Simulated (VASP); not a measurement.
Input of a VASP 6.6.1 run:

Contents of INCAR:

```
SYSTEM = HfH5
PREC     = Accurate       ! precision mode
ENCUT    = 520            ! plane-wave cutoff, eV
EDIFF    = 1E-6           ! SCF threshold, eV
ISMEAR   = 0              ! smearing method
SIGMA    = 0.1            ! smearing width, eV
LREAL    = .FALSE.        ! projectors in reciprocal space
LASPH    = .TRUE.         ! aspherical terms in the spheres
NELM     = 80             ! most SCF steps
ALGO     = Normal         ! electronic algorithm
ISIF     = 2              ! what is computed and relaxed
LWAVE    = .FALSE.        ! write WAVECAR
LCHARG   = .FALSE.        ! write CHGCAR
GGA      = PE             ! functional
NBANDS   = 16             ! bands
```

The input KPOINTS:

```
regular mesh
0
G
  6 6 4
  0 0 0
```

POSCAR

```
HfH5
1.0
    3.7399368800      0.0000000000      0.0000000000
   -1.8699684400      3.2388803500      0.0000000000
    0.0000000000      0.0000000000      5.0607446200
Hf H
1 5
Direct
    0.0000000000      0.0000000000      0.0000000000
    0.6666666700      0.3333333300      0.8183208400
    0.6666666700      0.3333333300      0.1816791600
    0.7676399000      0.2323601000      0.0000000000
    0.7676399000      0.5352798100      0.0000000000
    0.4647201900      0.2323601000      0.0000000000
```

Potentials or basis: VASP PAW PBE potentials, release 64 (Hf_pv, H).

Command:

```console
$ cat potpaw_PBE.64/Hf_pv/POTCAR potpaw_PBE.64/H/POTCAR > POTCAR
$ mpirun -np 1 vasp_std > vasp.out
```

Question: Predict the pressure.

Answer: 34.6 GPa.

Question: Predict the largest force.

Answer: 1.617 eV/Å.

Question: What does it give for the band gap on the k mesh?

Answer: Zero (an odd number of electrons rules out a gap without spin polarisation).

Stress tensor (GPa, compression positive):
```
49.64  0.00  0.00
 0.00 49.64  0.00
 0.00  0.00  4.36
```

Caveat: the cell stands under pressure; spin-orbit coupling is left out, which moves the levels of the heavy elements; forces of over 1 eV/Å act on the atoms, so gaps and moduli don't describe the material at rest.
